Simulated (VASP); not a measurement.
Wanted: the native input for a VASP 6.6.1 run.

- Task: single point
- Functional: PBE
- Dispersion: D3(BJ)
- Potentials or basis: VASP PAW PBE potentials, release 64 (F, Cl)
- Cutoff: 520 eV
- k mesh: 8 × 6 × 4
- Occupations: gaussian, width 0.02 eV
- Spin: no spin polarisation
- Dipole correction: no
- Further INCAR settings: ALGO = Normal; EDIFF = 1e-07; NBANDS = 38

The structure of Cl3F lies in POSCAR:

```
Cl3F
1.0
    0.0000000000      4.0633153595      0.0556619810
   -6.4980399463      0.0000000000      0.0000000000
    0.0000000000      0.1101048779      7.8129205503
F Cl
2 6
Direct
    0.9072858405      0.0000000000      0.0813884260
    0.0927141595      1.0000000000      0.9186115740
    0.3638003817      0.5000000000      0.1117022827
    0.4150121555      1.0000000000      0.3812002518
    0.8688825937      0.5000000000      0.3909432514
    0.6361996183      0.5000000000      0.8882977173
    0.5849878445      0.0000000000      0.6187997482
    0.1311174063      0.5000000000      0.6090567486
```

The input as run:

INCAR

```
  ALGO = Normal
  EDIFF = 1E-7
  ENCUT = 520
  GGA = PE
  ISIF = 2
  ISMEAR = 0
  IVDW = 12
  LASPH = True
  LCHARG = False
  LREAL = False
  LWAVE = False
  NBANDS = 38
  NELM = 100
  PREC = Accurate
  SIGMA = 0.02
```

KPOINTS

```
k-points
0
Gamma
  8 6 4
```

Potentials or basis: VASP PAW PBE potentials, release 64 (F, Cl).

The run is started by

```console
$ cat potpaw_PBE.64/F/POTCAR potpaw_PBE.64/Cl/POTCAR > POTCAR
$ mpirun -np 1 vasp_std > vasp.out
```

Results of the run:

* Pressure: -0.3 GPa
* Largest force: 0.318 eV/Å
* Band gap on the k mesh: 0.76 eV (least direct gap 0.82 eV)
* Dispersion energy per atom: -0.116 eV

Caveat: semilocal functionals underestimate gaps, and a narrow one can read as zero.

It took 8.8 min on 1 thread of Intel(R) Xeon(R) Platinum 8175M CPU @ 2.50GHz (Skylake/Cascade Lake), with other jobs on the host, peak memory 0.54 GiB.
